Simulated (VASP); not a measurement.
# C (Fmmm) in VASP: notebook

C is run at these levels: r2SCAN; tasks: relaxation of shape and atoms at fixed volume.

All numbers are computed with VASP 6.6.1; they aren't measurements. Logs are shortened: lines on timing, memory, paths and dates and some standing lists are left out, and cuts for length are marked.

## (1) The cell of the first run

The structure is orthorhombic, space group Fmmm (No. 69). The conventional cell has a = 2.480 Å, b = 4.296 Å, c = 7.194 Å, α = 90.00°, β = 90.00°, γ = 90.00°. C (site symmetry m2m) has 3 C at 1.43 Å within 1.9 Å.

## (2) Relaxation of shape and atoms at fixed volume, r2SCAN (9.58 Å³/atom)

The input, POSCAR:

```
C
1.0
    0.0000000000      2.1478149043      3.5970309381
    1.2400796307      0.0000000000      3.5970309381
    1.2400796307      2.1478149043      0.0000000000
C
2
Direct
    0.1667039277      0.8332960723      0.1667039277
    0.8332960723      0.1667039277      0.8332960723
```

The input, INCAR.step1:

```
SYSTEM = C
  ALGO = Normal
  EDIFF = 1E-4
  ENCUT = 600
  GGA = PE
  ISMEAR = 0
  LASPH = .True.
  LCHARG = .False.
  LREAL = .False.
  LWAVE = .True.
  NELM = 80
  PREC = Accurate
  SIGMA = 0.02
```

The input, INCAR.step2:

```
SYSTEM = C
  ALGO = Normal
  EDIFF = 1E-6
  EDIFFG = -0.01
  ENCUT = 600
  IBRION = 2
  ISIF = 4
  ISMEAR = 0
  ISTART = 1
  LASPH = .True.
  LCHARG = .False.
  LMIXTAU = .True.
  LREAL = .False.
  LWAVE = .False.
  METAGGA = R2SCAN
  NELM = 80
  NSW = 50
  PREC = Accurate
  SIGMA = 0.02
```

The input, KPOINTS:

```
k-points
0
Gamma
  14 14 14
  0 0 0
```

Potentials or basis: VASP PAW PBE potentials, release 64 (C).

Command:

```console
$ cat potpaw_PBE.64/C/POTCAR > POTCAR
$ cp INCAR.step1 INCAR
$ mpirun -np 1 vasp_std > vasp.out
$ cp INCAR.step2 INCAR
$ mpirun -np 1 vasp_std > vasp.out
```

OUTCAR:

```text
SYSTEM = C
   EDIFF = 1E-6
   EDIFFG = -0.01
   ENCUT = 600
   IBRION = 2
   ISIF = 4
   ISMEAR = 0
   ISTART = 1
   LASPH = .True.
   LREAL = .False.
   METAGGA = R2SCAN
   NELM = 80
   NSW = 50
   PREC = Accurate

 ion  position               nearest neighbor table
   1  0.167  0.833  0.167-   2 1.43   2 1.43   2 1.43
   2  0.833  0.167  0.833-   1 1.43   1 1.43   1 1.43

  LATTYP: Found a face centered orthorhombic cell.
 ALAT       =     2.4801592614
 B/A-ratio  =     1.7319975678
 C/A-ratio  =     2.9006451272

  Lattice vectors:

 A1 = (   0.0000000000,   2.1478149043,   3.5970309381)
 A2 = (   1.2400796307,   0.0000000000,   3.5970309381)
 A3 = (   1.2400796307,   2.1478149043,   0.0000000000)

Analysis of symmetry for initial positions (statically):
=====================================================================
 Subroutine PRICEL returns:
 Original cell was already a primitive cell.

 Routine SETGRP: Setting up the symmetry group for a
 face centered orthorhombic supercell.

 Subroutine GETGRP returns: Found  8 space group operations
 (whereof  8 operations were pure point group operations)
 out of a pool of  8 trial point group operations.

The static configuration has the point symmetry D_2h.

Analysis of symmetry for dynamics (positions and initial velocities):
=====================================================================
 Subroutine PRICEL returns:
 Original cell was already a primitive cell.

 Routine SETGRP: Setting up the symmetry group for a
 face centered orthorhombic supercell.

 Subroutine GETGRP returns: Found  8 space group operations
 (whereof  8 operations were pure point group operations)
 out of a pool of  8 trial point group operations.

The dynamic configuration has the point symmetry D_2h.

 Subroutine INISYM returns: Found  8 space group operations
 (whereof  8 operations are pure point group operations),
 and found     1 'primitive' translations

----------------------------------------------------------------------------------------

                                     Primitive cell

  volume of cell :      19.1611

  direct lattice vectors                    reciprocal lattice vectors
     0.000000000  2.147814904  3.597030938    -0.403199914  0.232794734  0.139003531
     1.240079631  0.000000000  3.597030938     0.403199914 -0.232794734  0.139003531
     1.240079631  2.147814904  0.000000000     0.403199914  0.232794734 -0.139003531

  length of vectors
     4.189479733  3.804790278  2.480102085     0.485886345  0.485886345  0.485886345

  position of ions in fractional coordinates (direct lattice)
     0.166703928  0.833296072  0.166703928
     0.833296072  0.166703928  0.833296072

  ion indices of the primitive-cell ions
   primitive index   ion index
                 1           1
                 2           2

----------------------------------------------------------------------------------------

 KPOINTS: k-points

Automatic generation of k-mesh.
 Grid dimensions read from file:
 generate k-points for:   14   14   14

 Generating k-lattice:

  Cartesian coordinates                     Fractional coordinates (reciprocal lattice)
    -0.028799994  0.016628195  0.009928824     0.071428571  0.000000000  0.000000000
     0.028799994 -0.016628195  0.009928824     0.000000000  0.071428571  0.000000000
     0.028799994  0.016628195 -0.009928824    -0.000000000 -0.000000000  0.071428571

  Length of vectors
     0.034706167  0.034706167  0.034706167

  Shift w.r.t. Gamma in fractional coordinates (k-lattice)
     0.000000000  0.000000000  0.000000000

 Subroutine IBZKPT returns following result:
 ===========================================

 Found    428 irreducible k-points:

 Following reciprocal coordinates:
            Coordinates               Weight
  0.000000  0.000000  0.000000      1.000000
  0.071429  0.000000  0.000000      8.000000
  0.142857  0.000000  0.000000      8.000000
  0.214286  0.000000  0.000000      8.000000
  0.285714  0.000000  0.000000      8.000000
  0.357143  0.000000 -0.000000      8.000000
[... 16 lines left out ...]
  0.214286  0.142857 -0.000000      8.000000
  0.285714  0.142857  0.000000      8.000000
 [... further k-points ...]
   k-points           NKPTS =    428   k-points in BZ     NKDIM =    428   number of bands    NBANDS=      8
   number of dos      NEDOS =    301   number of ions     NIONS =      2
   total plane-waves  NPLWV =  21600
   dimension x,y,z NGX =    36 NGY =   30 NGZ =   20
   dimension x,y,z NGXF=    72 NGYF=   60 NGZF=   40
   ions per type =               2
   NGX,Y,Z   is equivalent  to a cutoff of  14.29, 13.11, 13.41 a.u.
   NGXF,Y,Z  is equivalent  to a cutoff of  28.57, 26.22, 26.81 a.u.
 SYSTEM =  C
   PREC   = accura    normal or accurate (medium, high low for compatibility)
   ISTART =      1    job   : 0-new  1-cont  2-samecut
   ICHARG =      0    charge: 1-file 2-atom 10-const
   ISPIN  =      1    spin polarized calculation?
   LNONCOLLINEAR =      F non collinear calculations
   LSORBIT =      F    spin-orbit coupling
   LASPH  =      T    aspherical Exc in radial PAW
   ENCUT  =  600.0 eV  44.10 Ry    6.64 a.u.   8.37  7.60  4.95*2*pi/ulx,y,z
   NELM   =     80;   NELMIN=  2; NELMDL=  0     # of ELM steps
   EDIFF  = 0.1E-05   stopping-criterion for ELM
   LREAL  =      F    real-space projection
   EDIFFG = -.1E-01   stopping-criterion for IOM
   NSW    =     50    number of steps for IOM
   IBRION =      2    ionic relax: 0-MD 1-quasi-New 2-CG
   NFREE  =      1    steps in history (QN), initial steepest desc. (CG)
   ISIF   =      4    stress and relaxation
   ISYM   =      2    0-nonsym 1-usesym 2-fastsym
   POTIM  = 0.5000    time-step for ionic-motion
   TEBEG  =    0.0;   TEEND  =   0.0 temperature during run
   PSTRESS=    0.0 pullay stress
   NELECT =       8.0000    total number of electrons
   NUPDOWN=      -1.0000    fix difference up-down
   EMIN   =  10.00;   EMAX   =-10.00  energy-range for DOS
   EFERMI =   0.00;   METHOD = LEGACY
   ISMEAR =     0;   SIGMA  =   0.02  broadening in eV -4-tet -1-fermi 0-gaus
   EFERMI_NEDOS =   21; number of points for ismear=-14 and -15
   IALGO  =     38    algorithm
   IMIX   =      4    mixing-type and parameters
     AMIX     =   0.40;   BMIX     =  1.00
     AMIX_MAG =   1.60;   BMIX_MAG =  1.00
  volume/ion in A,a.u.               =       9.58        64.65
  Fermi-wavevector in a.u.,A,eV,Ry     =   1.223577  2.312225 20.369835  1.497141
  Thomas-Fermi vector in A             =   2.358683
   LORBIT       =      0    0 simple, 1 ext, 2 COOP (PROOUT), +10 PAW based schemes
   METAGGA = R2SCAN    functional components
   LHFCALC =     F    Hartree Fock is set to
   AEXX    =    0.0000 exact exchange contribution
   IVDW    =     0    specifies the selected vdW correction
   LEPSILON=     F    determine dielectric tensor
   LRPA    =     F    only Hartree local field effects (RPA)
 conjugate gradient relaxation of ions
 non-spin polarized calculation
 Gauss-broadening in eV      SIGMA  =   0.02
  energy-cutoff  :      600.00
  volume of cell :       19.16
 maximum number of plane-waves:       655
 NGX is ok and might be reduce to    36
   NGX = 17   NGY = 15   NGZ =  9

--------------------------------------- Ionic step        1  -------------------------------------------

 number of electron       8.0000000 magnetization

 Free energy of the ion-electron system (eV)
  ---------------------------------------------------
  ext. energy  EPLUGINS =         0.00000000
  ---------------------------------------------------
  free energy    TOTEN  =       -19.87052730 eV

  energy without entropy =      -19.87052730  energy(sigma->0) =      -19.87052730

------------------------ aborting loop because EDIFF is reached ----------------------------------------

  FORCE on cell =-STRESS in cart. coord.  units (eV):
  Direction    XX          YY          ZZ          XY          YZ          ZX
  --------------------------------------------------------------------------------------
  -------------------------------------------------------------------------------------
  Total       -1.2999002     -1.2988616     -0.0609763     -0.0000000      0.0000000      0.0000000
  in kB     -108.6926068   -108.6057602     -5.0986050     -0.0000000      0.0000000      0.0000000
  external PRESSURE =     -74.1323240 kB  Pullay stress =       0.0000000 kB
[... 57 lines left out ...]
  energy  without entropy=      -19.8812084052  energy(sigma->0) =      -19.88120841

--------------------------------------- Ionic step        3  -------------------------------------------

 number of electron       8.0000000 magnetization

 Free energy of the ion-electron system (eV)
  ---------------------------------------------------
  ext. energy  EPLUGINS =         0.00000000
  ---------------------------------------------------
  free energy    TOTEN  =       -19.88140759 eV

  energy without entropy =      -19.88140759  energy(sigma->0) =      -19.88140759

 E-fermi :   3.9308     XC(G=0): -10.5117

 val. band max:        3.7168021382   @ k =   0.5000  -0.1429   0.3571
 cond. band min:       4.4536303473   @ k =  -0.0714   0.2857   0.2857
 fundamental gap:      0.7368282091
 Fermi energy:         3.9307586988

 k-point     1 :       0.0000    0.0000    0.0000
  band No.  band energies     occupation
      1     -16.9591      2.00000
      2      -3.5081      2.00000
      3       0.7180      2.00000
      4       0.7190      2.00000
      5       7.6944      0.00000
      6      12.6263      0.00000
      7      12.6715      0.00000
      8      16.3727      0.00000
[... 243 lines left out ...]
 k-point    24 :       0.2857    0.1429    0.0000
  band No.  band energies     occupation
      1     -16.3921      2.00000
      2      -3.4442      2.00000
      3      -1.1749      2.00000
      4      -0.2262      2.00000
      5       9.9043      0.00000
      6      12.7452      0.00000
      7      14.6180      0.00000
      8      14.7087      0.00000

 [... further k-points ...]

------------------------ aborting loop because EDIFF is reached ----------------------------------------

  FORCE on cell =-STRESS in cart. coord.  units (eV):
  Direction    XX          YY          ZZ          XY          YZ          ZX
  --------------------------------------------------------------------------------------
  -------------------------------------------------------------------------------------
  Total       -0.0959803     -0.0986534     -0.0961708      0.0000000      0.0000000      0.0000000
  in kB       -8.0255007     -8.2490129     -8.0414309      0.0000000      0.0000000      0.0000000
  external PRESSURE =      -8.1053149 kB  Pullay stress =       0.0000000 kB
[... 17 lines left out ...]
  FREE ENERGIE OF THE ION-ELECTRON SYSTEM (eV)
  ---------------------------------------------------
  free  energy   TOTEN  =       -19.8814075861 eV

  energy  without entropy=      -19.8814075861  energy(sigma->0) =      -19.88140759

 reached required accuracy - stopping structural energy minimisation
```

Run time: 11 min. Hardware: 1 thread of Intel Xeon Platinum 8488C (Sapphire Rapids), shared host; peak memory 0.2 GiB.

Results:

| Property | Result |
| --- | --- |
| Free energy | -19.8814 eV |
| Energy gained by relaxing | 5.4 meV/atom |
| Ionic steps | 3 |
| Pressure after relaxing | -0.8 GPa |
| Largest force after relaxing | 0.004 eV/Å |

Forces on the atoms (eV/Å):
```
C    0.000 -0.004  0.000
C    0.000  0.004  0.000
```

Step by step:
| step | energy change (eV) | largest force (eV/Å) | pressure (GPa) | volume (Å³) |
| --- | --- | --- | --- | --- |
| 1 | 0.0000 | 0.0001 | -7.41 | 19.16 |
| 2 | -0.0107 | 0.0045 | 0.10 | 19.16 |
| 3 | -0.0109 | 0.0040 | -0.81 | 19.16 |

Final structure:
```
C
1.0
     0.00000    2.12918    3.66035
     1.22929    0.00000    3.66035
     1.22929    2.12918    0.00000
C
2
Direct
  0.16670 0.83330 0.16670
  0.83330 0.16670 0.83330
```

Caveat: the PAW data sets were made with another functional, which shifts forces and pressure a little.

## (3) Relaxation of shape and atoms at fixed volume, r2SCAN (9.86 Å³/atom)

This run uses another cell than the first one, of 9.86 Å³/atom.

The input, POSCAR:

```
C
1.0
    0.0000000000      2.1481786795      3.7005932087
    1.2402735728      0.0000000000      3.7005932087
    1.2402735728      2.1481786795      0.0000000000
C
2
Direct
    0.1666973248      0.8333026752      0.1666973248
    0.8333026752      0.1666973248      0.8333026752
```

The input, INCAR.step1:

```
PREC     = Accurate       # precision mode
ENCUT    = 600            # plane-wave cutoff, eV
ISMEAR   = 0              # smearing method
SIGMA    = 0.02           # smearing width, eV
LREAL    = False          # projectors in reciprocal space
LASPH    = True           # aspherical terms in the spheres
NELM     = 80             # most SCF steps
GGA      = PE             # functional
ALGO     = Normal         # electronic algorithm
EDIFF    = 1E-4           # SCF threshold, eV
LWAVE    = True           # write WAVECAR
LCHARG   = False          # write CHGCAR
```

The input, INCAR.step2:

```
PREC     = Accurate       # precision mode
ENCUT    = 600            # plane-wave cutoff, eV
EDIFF    = 1E-7           # SCF threshold, eV
ISMEAR   = 0              # smearing method
SIGMA    = 0.02           # smearing width, eV
LREAL    = False          # projectors in reciprocal space
LASPH    = True           # aspherical terms in the spheres
NELM     = 80             # most SCF steps
ALGO     = Normal         # electronic algorithm
ISIF     = 4              # what is computed and relaxed
LWAVE    = False          # write WAVECAR
LCHARG   = False          # write CHGCAR
METAGGA  = R2SCAN         # meta-GGA
LMIXTAU  = True         
IBRION   = 2              # ionic algorithm
NSW      = 50             # ionic steps
EDIFFG   = -0.01          # ionic threshold
ISTART   = 1
```

The input, KPOINTS:

```
Automatic mesh
0
Gamma
  14 14 14
```

Potentials or basis: VASP PAW PBE potentials, release 64 (C).

Command:

```console
$ cat potpaw_PBE.64/C/POTCAR > POTCAR
$ cp INCAR.step1 INCAR
$ mpirun -np 1 vasp_std > vasp.out
$ cp INCAR.step2 INCAR
$ mpirun -np 1 vasp_std > vasp.out
```

It took 9.6 min on 1 thread of Intel Xeon Platinum 8488C (Sapphire Rapids), shared host; peak memory 0.21 GiB.

The run converged. Its results:

```
Free energy               : -19.8794 eV
Energy gained by relaxing : 5.2 meV/atom
Ionic steps               : 3
Pressure after relaxing   : -1.1 GPa
```

Forces on the atoms (eV/Å):
```
C    0.000  0.002  0.000
C    0.000 -0.002  0.000
```

Step by step:
| step | energy change (eV) | largest force (eV/Å) | pressure (GPa) | volume (Å³) |
| --- | --- | --- | --- | --- |
| 1 | 0.0000 | 0.0014 | -7.42 | 19.72 |
| 2 | -0.0103 | 0.0026 | -0.31 | 19.72 |
| 3 | -0.0104 | 0.0021 | -1.10 | 19.72 |

Final structure:
```
C
1.0
     0.00000    2.12982    3.76469
     1.22967    0.00000    3.76469
     1.22967    2.12982    0.00000
C
2
Direct
  0.16668 0.83332 0.16668
  0.83332 0.16668 0.83332
```

Caveat: the PAW data sets were made with another functional, which shifts forces and pressure a little.
